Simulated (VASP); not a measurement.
W:

```
W
1.0
     1.73078    0.99927    3.20953
    -1.73078    0.99927    3.20953
     0.00000   -1.99854    3.20953
W
2
Direct
  0.22754 0.22754 0.22754
  0.77246 0.77246 0.77246
```

```yaml
Program: VASP 6.6.1
Task: relaxation of cell and atoms
Functional: PBE
Potentials_or_basis: VASP PAW PBE potentials, release 64 (W_sv)
Cutoff: 600 eV
k_mesh: 6 × 6 × 6
Occupations: gaussian, width 0.1 eV
Spin: no spin polarisation
```

At the start: pressure 51.0 GPa; volume 16.65 Å³/atom.

**Question.** Where does the relaxation end?

**Answer.** Over 28 steps the energy falls by 1838.9 meV/atom and the volume is 16.58 Å³/atom (-0.4 %); space group R-3m (No. 166, to 0.05 Å).

The path:
```tsv
step	energy change (eV)	largest force (eV/Å)	pressure (GPa)	volume (Å³)
1	0.0000	8.8971	51.03	33.31
2	2.9120	2.2221	-31.95	65.91
3	0.6920	1.0198	-36.13	53.30
4	-0.8169	0.2503	-31.98	45.77
5	-1.7816	0.5992	-13.30	39.21
6	-1.8051	1.5335	-3.02	37.47
7	-1.8162	1.1598	-7.06	38.10
8	-2.4210	0.2832	0.35	35.42
9	0.3986	13.3935	138.59	26.72
10	-2.6798	0.9613	7.62	34.07
11	-2.7206	3.8998	34.42	31.29
12	-2.8107	2.0198	19.06	32.66
13	-2.8153	2.4425	22.83	32.27
14	-2.9333	2.9013	22.58	32.20
15	-3.0596	4.0561	25.34	31.94
16	-3.2563	3.3016	15.99	32.61
17	-3.4765	1.8252	-1.93	34.15
18	-3.4887	1.5088	-5.97	34.57
19	-3.4890	1.4700	-6.52	34.63
20	-3.5204	1.3894	-5.57	34.39
21	-3.5972	1.1489	-2.08	33.67
22	-3.6512	0.3564	8.07	32.25
23	-3.6541	0.6448	5.36	32.57
24	-3.6747	0.1934	1.74	32.93
25	-3.6769	0.0027	0.25	33.10
26	-3.6769	0.0101	0.21	33.11
27	-3.6775	0.0054	0.00	33.14
28	-3.6777	0.0001	-0.18	33.17
```

Final structure:
```
W
1.0
     1.50498    0.86890    4.22733
    -1.50498    0.86890    4.22733
     0.00000   -1.73780    4.22733
W
2
Direct
  0.25000 0.25000 0.25000
  0.75000 0.75000 0.75000
```

Caveat: the k points lie up to 0.41 Å⁻¹ apart in the final cell.
